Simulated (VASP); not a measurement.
Crystal: TbO.

```
CELL_PARAMETERS angstrom
2.19981 -5.14416 0.00000
2.19981 5.14416 0.00000
0.00000 0.00000 3.76137
ATOMIC_POSITIONS crystal
Tb 0.13826 0.86174 0.75000
Tb 0.86174 0.13826 0.25000
O 0.43065 0.56935 0.75000
O 0.56935 0.43065 0.25000
```

The cell was generated, and may not be a known phase.

- Program: VASP 6.6.1
- Task: relaxation of cell and atoms
- Functional: PBE
- Potentials or basis: VASP PAW PBE potentials, release 64 (Tb_3, O), 4f in core
- Cutoff: 600 eV
- k mesh: 4 × 4 × 4
- Occupations: gaussian, width 0.1 eV
- Spin: no spin polarisation

At the start: pressure -16.9 GPa; volume 21.28 Å³/atom.

Task: How do energy, volume and symmetry change on relaxing?

Result: Over 55 steps the energy falls by 1874.5 meV/atom and the volume is 17.41 Å³/atom (-18.2 %); space group Cmcm (No. 63, to 0.1 Å) before and after.

The path:
```tsv
step	energy change (eV)	largest force (eV/Å)	pressure (GPa)	volume (Å³)
1	0.0000	3.1769	-16.85	85.13
3	-5.6007	2.4950	4.60	54.69
5	-6.1338	0.8879	0.72	55.89
7	-6.1873	0.9077	-1.14	56.80
9	-6.4082	0.4513	4.99	55.89
11	-6.4138	0.3147	6.57	55.70
13	-6.5211	0.1219	-0.22	60.14
15	-6.5506	0.1962	0.06	61.07
17	-6.5594	0.4079	4.86	63.35
19	-6.5975	0.3848	1.98	63.33
21	-6.6502	0.7178	-1.31	68.53
23	-6.6778	0.7410	-2.82	70.91
25	-6.6996	0.7003	-2.93	72.30
27	-6.7112	0.7399	-3.18	75.53
29	-6.7538	0.7786	-2.07	73.52
31	-6.9608	0.9377	6.73	68.56
33	-6.9608	0.8809	10.32	66.86
35	-7.0151	0.7927	10.51	66.53
37	-7.1645	0.9032	10.98	65.05
39	-7.1701	0.7683	11.36	64.74
41	-7.3781	0.2462	2.69	68.31
43	-7.3995	0.3055	-0.97	70.19
45	-7.4171	0.2308	-0.65	70.07
47	-7.4775	0.3285	-0.41	70.43
49	-7.4783	0.2989	-0.47	70.39
51	-7.4958	0.1250	0.42	69.58
53	-7.4971	0.0819	0.63	69.36
55	-7.4981	0.0106	-0.11	69.64
```

Final structure:
```xyz
4
Lattice="1.6375 -6.5289 0.0000 1.6375 6.5289 0.0000 0.0000 0.0000 3.2569" Properties=species:S:1:pos:R:3 pbc="T T T"
Tb    1.6375    4.7192    2.4427
Tb    1.6375   -4.7192    0.8142
O     1.6375    2.3499    2.4427
O     1.6375   -2.3499    0.8142
```

Caveat: the k points lie up to 0.49 Å⁻¹ apart in the final cell, too coarse for converged energies and pressures of a metal; the volume moved by over 15 % at a fixed basis, so the end points are rough; the run has no spin polarisation, though such a crystal can be magnetic.
